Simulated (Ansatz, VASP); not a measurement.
CsSi2: VASP beside Ansatz

File INCAR:

```
SYSTEM = CsSi2
  ALGO = Normal
  EDIFF = 1E-6
  EDIFFG = -0.01
  ENCUT = 600
  GGA = PE
  IBRION = 2
  ISIF = 3
  ISMEAR = 0
  LASPH = .True.
  LCHARG = .False.
  LREAL = .False.
  LWAVE = .False.
  NELM = 100
  NSW = 100
  PREC = Accurate
  SIGMA = 0.1
```

KPOINTS

```
k-points
0
Gamma
  9 9 10
  0 0 0
```

File POSCAR:

```
CsSi2
1.0
    6.2819089002      0.0000000000      0.0000000000
   -3.1409544501      5.4402926918      0.0000000000
    0.0000000000      0.0000000000      4.4466800288
Cs Si
1 2
Direct
    0.3333333333      0.6666666667      0.0000000000
    0.0000000000      0.0000000000      0.2553599472
    0.0000000000      0.0000000000      0.7446400528
```

Input for Ansatz:

```yaml
crystal:
  lattice:
    - [6.2819089002, 0.0, 0.0]
    - [-3.1409544501, 5.4402926918, 0.0]
    - [0.0, 0.0, 4.4466800288]
  atoms:
    - { symbol: Cs, position: [0.3333333333, 0.6666666667, 0.0] }
    - { symbol: Si, position: [0.0, 0.0, 0.2553599472] }
    - { symbol: Si, position: [0.0, 0.0, 0.7446400528] }
basis:
  ecutwfc: 420
kpoints:
  mp_grid: { grid: [9, 9, 10] }
hamiltonian:
  xc: pbe
scf:
  occupations: { method: gaussian, width: 0.1 }
output:
  forces: true
  stress: true
  eigenvalues: true
relax:
  adjacent_minimum: "off"
  f_tol: 0.01
  max_steps: 80
  cell: { stress_tol: 0.05 }
```

Alike in both runs: task relaxation of cell and atoms; functional PBE; k mesh 9 × 9 × 10; occupations gaussian, width 0.1 eV; no spin polarisation.

|  | VASP | Ansatz |
| --- | --- | --- |
| version | VASP 6.6.1 | Ansatz 0.2.0 |
| potentials or method | VASP PAW PBE potentials, release 64 (Cs_sv, Si), cutoff 600 eV | scalar-relativistic, plane waves, PAW |
| valence electrons in the cell | 17 | 17 |

|  | VASP | Ansatz | Ansatz less VASP |
| --- | --- | --- | --- |
| gap on the k mesh at the Fermi level, each at its own relaxed structure (eV) | none | none | - |
| relaxed volume (Å³/atom) | 52.60 | 52.49 | -0.114 |
| relaxed cell length with the largest relative difference (Å) | 6.378 | 6.372 | -0.0065 |

A gap of «none» marks a metal or a gap that the smearing closes.

Neither program's run includes spin-orbit coupling.
